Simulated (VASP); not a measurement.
# AlNi (Cmm2) in VASP: notebook, part 2 of 2

VASP 6.6.1.

## 3. Single point, PBEsol (atom 2 (Ni) moved by (+0.000, -0.225) A along [1 1 0] and z)

File INCAR:

```
SYSTEM = AlNi
PREC = Accurate ; ENCUT = 520
EDIFF = 1E-7 ; ISMEAR = 0
SIGMA = 0.15 ; LREAL = .False.
LASPH = .True. ; NELM = 60
ALGO = Fast ; ISIF = 2
LWAVE = .False. ; LCHARG = .True.
GGA = PS ; LELF = .True.
LVHAR = .True. ; NBANDS = 14
```

File KPOINTS:

```
regular mesh
0
Gamma
  18 18 16
  0 0 0
```

File POSCAR:

```
AlNi
1.0
    1.9386940000     -1.9531901500      0.0000000000
    1.9386940000      1.9531901500      0.0000000000
    0.0000000000      0.0000000000      3.0994300413
Al Ni
1 1
Direct
    0.0000000000      0.0000000000      0.0000000000
    0.5000000000      0.5000000000      0.4274060079
```

Potentials or basis: VASP PAW PBE potentials, release 64 (Al, Ni).

Launch:

```
$ cat potpaw_PBE.64/Al/POTCAR potpaw_PBE.64/Ni/POTCAR > POTCAR
$ mpirun -np 1 vasp_std > vasp.out
```

OUTCAR:

```text
SYSTEM = AlNi
   PREC = Accurate
   ENCUT = 520
   EDIFF = 1E-7
   ISMEAR = 0
   LREAL = .False.
   LASPH = .True.
   NELM = 60
   ISIF = 2
   GGA = PS

 ion  position               nearest neighbor table
   1  0.000  0.000  0.000-   2 2.35   2 2.35   2 2.36   2 2.36   2 2.63   2 2.63   2 2.64   2 2.64

   2  0.500  0.500  0.427-   1 2.35   1 2.35   1 2.36   1 2.36   1 2.63   1 2.63   1 2.64   1 2.64

  LATTYP: Found a base centered orthorhombic cell.
 ALAT       =     3.8773880000
 B/A-ratio  =     1.0074772759
 C/A-ratio  =     0.7993603017

  Lattice vectors:

 A1 = (   1.9386940000,  -1.9531901500,   0.0000000000)
 A2 = (   1.9386940000,   1.9531901500,   0.0000000000)
 A3 = (   0.0000000000,   0.0000000000,   3.0994300413)

Analysis of symmetry for initial positions (statically):
=====================================================================
 Subroutine PRICEL returns:
 Original cell was already a primitive cell.

 Routine SETGRP: Setting up the symmetry group for a
 base centered orthorhombic supercell.

 Subroutine GETGRP returns: Found  4 space group operations
 (whereof  4 operations were pure point group operations)
 out of a pool of  8 trial point group operations.

The static configuration has the point symmetry C_2v.

Analysis of symmetry for dynamics (positions and initial velocities):
=====================================================================
 Subroutine PRICEL returns:
 Original cell was already a primitive cell.

 Routine SETGRP: Setting up the symmetry group for a
 base centered orthorhombic supercell.

 Subroutine GETGRP returns: Found  4 space group operations
 (whereof  4 operations were pure point group operations)
 out of a pool of  8 trial point group operations.

The dynamic configuration has the point symmetry C_2v.

 Subroutine INISYM returns: Found  4 space group operations
 (whereof  4 operations are pure point group operations),
 and found     1 'primitive' translations

----------------------------------------------------------------------------------------
[... 124 lines left out ...]
 non-spin polarized calculation
 RMM-DIIS sequential band-by-band and
 Gauss-broadening in eV      SIGMA  =   0.15
  energy-cutoff  :      520.00
  volume of cell :       23.47
 maximum number of plane-waves:       646
   NGX = 11   NGY = 11   NGZ = 11

 number of electron      13.0000015 magnetization

 Free energy of the ion-electron system (eV)
  ---------------------------------------------------
  ext. energy  EPLUGINS =         0.00000000
  ---------------------------------------------------
  free energy    TOTEN  =       -11.38290262 eV

  energy without entropy =      -11.37324115  energy(sigma->0) =      -11.37807189

 E-fermi :  10.1312     XC(G=0): -12.2400

 val. band max:       10.1298705085   @ k =   0.5000   0.3889   0.3125
 cond. band min:      10.1327851604   @ k =   0.3889   0.2778   0.0000
 fundamental gap:      0.0029146519
 Fermi energy:        10.1312278647

 k-point     1 :       0.0000    0.0000    0.0000
  band No.  band energies     occupation
      1      -1.1329      2.00000
      2       6.6507      2.00000
      3       6.7577      2.00000
      4       8.4349      2.00000
      5       8.4555      2.00000
      6       8.7053      2.00000
      7      13.2291      0.00000
      8      17.1992      0.00000
      9      17.2243      0.00000
     10      17.2409      0.00000
     11      18.8664      0.00000
     12      24.5603      0.00000
     13      30.2229      0.00000
     14      30.2400      0.00000
[... 377 lines left out ...]
      1      -0.0916      2.00000
      2       6.6863      2.00000
      3       6.9258      2.00000
      4       7.9404      2.00000
      5       8.3343      2.00000
      6       8.4625      2.00000
      7      12.1985      0.00000
      8      14.7142      0.00000
      9      17.1367      0.00000
     10      18.2110      0.00000
     11      22.3097      0.00000
     12      25.1088      0.00000
     13      27.2374      0.00000
     14      28.2095      0.00000

 [... further k-points ...]

------------------------ aborting loop because EDIFF is reached ----------------------------------------

  FORCE on cell =-STRESS in cart. coord.  units (eV):
  Direction    XX          YY          ZZ          XY          YZ          ZX
  --------------------------------------------------------------------------------------
  -------------------------------------------------------------------------------------
  Total        1.2503789      0.9857421     -0.2356200      0.0000000      0.0000000      0.0000000
  in kB       85.3466713     67.2834545    -16.0826340      0.0000000      0.0000000      0.0000000
  external PRESSURE =      45.5158306 kB  Pullay stress =       0.0000000 kB

 VOLUME and BASIS-vectors are now :
 -----------------------------------------------------------------------------
  energy-cutoff  :      520.00
  volume of cell :       23.47
      direct lattice vectors                 reciprocal lattice vectors
     1.938694000 -1.953190150  0.000000000     0.257905580 -0.255991461  0.000000000
     1.938694000  1.953190150  0.000000000     0.257905580  0.255991461  0.000000000
     0.000000000  0.000000000  3.099430041     0.000000000  0.000000000  0.322639965

 POSITION                                       TOTAL-FORCE (eV/Angst)
 -----------------------------------------------------------------------------------
      0.00000      0.00000      0.00000         0.000000      0.000000     -1.472026
      1.93869      0.00000      1.32472        -0.000000      0.000000      1.472026
 -----------------------------------------------------------------------------------
    total drift:                                0.000000      0.000000     -0.000210

  FREE ENERGIE OF THE ION-ELECTRON SYSTEM (eV)
  ---------------------------------------------------
  free  energy   TOTEN  =       -11.3829026182 eV

  energy  without entropy=      -11.3732411549  energy(sigma->0) =      -11.37807189
```

OSZICAR:

```text
N       E                     dE             d eps       ncg     rms          rms(c)
DAV:   1     0.404431767786E+02    0.40443E+02   -0.53651E+03 23236   0.979E+02
DAV:   2    -0.112186860861E+02   -0.51662E+02   -0.46638E+02 24606   0.182E+02
DAV:   3    -0.130403504891E+02   -0.18217E+01   -0.18055E+01 29034   0.378E+01
DAV:   4    -0.130645043409E+02   -0.24154E-01   -0.24147E-01 26938   0.397E+00
DAV:   5    -0.130652193884E+02   -0.71505E-03   -0.71503E-03 29626   0.744E-01    0.130E+01
RMM:   6    -0.151483711742E+02   -0.20832E+01   -0.15816E+01 28081   0.497E+01    0.174E+01
RMM:   7    -0.114084979184E+02    0.37399E+01   -0.43560E+00 25823   0.255E+01    0.128E+00
RMM:   8    -0.113944149492E+02    0.14083E-01   -0.10675E-01 24963   0.322E+00    0.790E-01
RMM:   9    -0.113855156836E+02    0.88993E-02   -0.27424E-02 26628   0.992E-01    0.487E-01
RMM:  10    -0.113832929064E+02    0.22228E-02   -0.82794E-03 28507   0.111E+00    0.225E-01
RMM:  11    -0.113829552217E+02    0.33768E-03   -0.12941E-03 30797   0.435E-01    0.983E-02
RMM:  12    -0.113829084961E+02    0.46726E-04   -0.37361E-04 30962   0.204E-01    0.605E-02
RMM:  13    -0.113829030854E+02    0.54107E-05   -0.10876E-04 33513   0.927E-02    0.217E-02
RMM:  14    -0.113829025143E+02    0.57119E-06   -0.22774E-05 30064   0.320E-02    0.139E-02
RMM:  15    -0.113829031398E+02   -0.62558E-06   -0.36105E-06 36080   0.129E-02    0.235E-02
RMM:  16    -0.113829026881E+02    0.45176E-06   -0.39424E-07 24998   0.651E-03    0.976E-03
RMM:  17    -0.113829026182E+02    0.69836E-07   -0.14593E-07 16015   0.270E-03
   1 F= -.11382903E+02 E0= -.11378072E+02  d E =-.966146E-02
```

stdout:

```text
POSCAR found type information on POSCAR AlNi
 POSCAR found :  2 types and       2 ions
 scaLAPACK will be used
 -----------------------------------------------------------------------------
|                                                                             |
|                                                                             |
[... 18 lines left out ...]
WARNING in EDDRMM: call to ZHEGV failed, returncode =   6  3     14
WARNING in EDDRMM: call to ZHEGV failed, returncode =   8  4     12
WARNING in EDDRMM: call to ZHEGV failed, returncode =   6  3     14
WARNING in EDDRMM: call to ZHEGV failed, returncode =   8  4     13
WARNING in EDDRMM: call to ZHEGV failed, returncode =   8  4     12
WARNING in EDDRMM: call to ZHEGV failed, returncode =   8  4     13
WARNING in EDDRMM: call to ZHEGV failed, returncode =   6  3     13
WARNING in EDDRMM: call to ZHEGV failed, returncode =   8  4     12
```

Run time: 91 s. Hardware: 1 thread of Intel Xeon 6975P-C (Granite Rapids), shared host; peak memory 0.36 GiB.

Results:

* Free energy: -11.3829 eV
* Pressure: 4.6 GPa
* Largest force: 1.472 eV/Å
* Band gap on the k mesh: zero (an odd number of electrons rules out a gap without spin polarisation)

Forces in eV/Å, atoms in the order of the input:
```
Al   0.000  0.000 -1.472
Ni   0.000  0.000  1.472
```

Caveat: the cell differs from its parent crystal (atom 2 (Ni) moved by (+0.000, -0.225) A along [1 1 0] and z); the stress differs along the axes, from -2 to 9 GPa; the PAW data sets were made with another functional, which shifts forces and pressure a little. Spin polarisation is off, so any magnetic state and its effect on volume and gap are missing.
